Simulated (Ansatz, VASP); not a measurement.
## BAs in VASP and in Ansatz

File POSCAR:

```
BAs
1.0
    0.0000000000      2.4043183418      2.4043183418
    2.4043183418      0.0000000000      2.4043183418
    2.4043183418      2.4043183418      0.0000000000
As B
1 1
Direct
    0.7500000000      0.7500000000      0.7500000000
    0.0000000000      0.0000000000      0.0000000000
```

Contents of INCAR.step1:

```
  PREC = Accurate
  ENCUT = 620
  ISMEAR = -1
  SIGMA = 0.05
  LREAL = False
  LASPH = True
  NELM = 120
  NBANDS = 16
  GGA = PE
  ALGO = Normal
  EDIFF = 1E-5
  LWAVE = True
  LCHARG = False
  GGA_COMPAT = False
```

INCAR.step2

```
  PREC = Accurate
  ENCUT = 620
  EDIFF = 1E-6
  ISMEAR = -1
  SIGMA = 0.05
  LREAL = False
  LASPH = True
  NELM = 120
  ALGO = Normal
  ISIF = 2
  LWAVE = False
  LCHARG = False
  METAGGA = R2SCAN
  LMIXTAU = True
  LUSE_VDW = True
  IVDW_NL = 2
  BPARAM = 11.95
  CPARAM = 0.0093
  NBANDS = 16
  ISTART = 1
  GGA_COMPAT = False
```

Contents of KPOINTS:

```
Automatic mesh
0
Gamma
  10 10 10
```

input.yaml

```yaml
crystal:
  lattice:
    - [0.0, 2.4043183418, 2.4043183418]
    - [2.4043183418, 0.0, 2.4043183418]
    - [2.4043183418, 2.4043183418, 0.0]
  atoms:
    - { symbol: As, position: [0.75, 0.75, 0.75] }
    - { symbol: B, position: [0.0, 0.0, 0.0] }
hamiltonian:
  xc: r2scan
  pseudopotentials: { kind: paw }
  dispersion: rvv10
kpoints:
  mp_grid: { grid: [10, 10, 10] }
scf:
  occupations: { method: fermi_dirac, width: 0.05 }
output:
  forces: true
  stress: true
  eigenvalues: true
  write_density: true
  write_potential: true
  elf: true
  volumetric_format: npy
```

Alike in both runs: task single point; functional r2SCAN; dispersion rVV10; k mesh 10 × 10 × 10; occupations fermi-dirac, width 0.05 eV; no spin polarisation.

|  | VASP | Ansatz |
| --- | --- | --- |
| version | VASP 6.6.1 | Ansatz 0.2.0 |
| potentials or method | VASP PAW PBE potentials, release 64 (As_d, B) | Ansatz PAW |
| plane-wave cutoff (eV) | 620 | 500 |
| valence electrons in the cell | 18 | 18 |

|  | VASP | Ansatz | Ansatz less VASP |
| --- | --- | --- | --- |
| gap on the k mesh at the Fermi level (eV) | 1.35 | 1.36 | +0.006 |
| least direct gap on the mesh (eV) | 3.40 | 3.41 | +0.014 |
| pressure (GPa) | -2.9 | -2.9 | -0.04 |

VASP's potentials were made for PBE, not for r2SCAN.
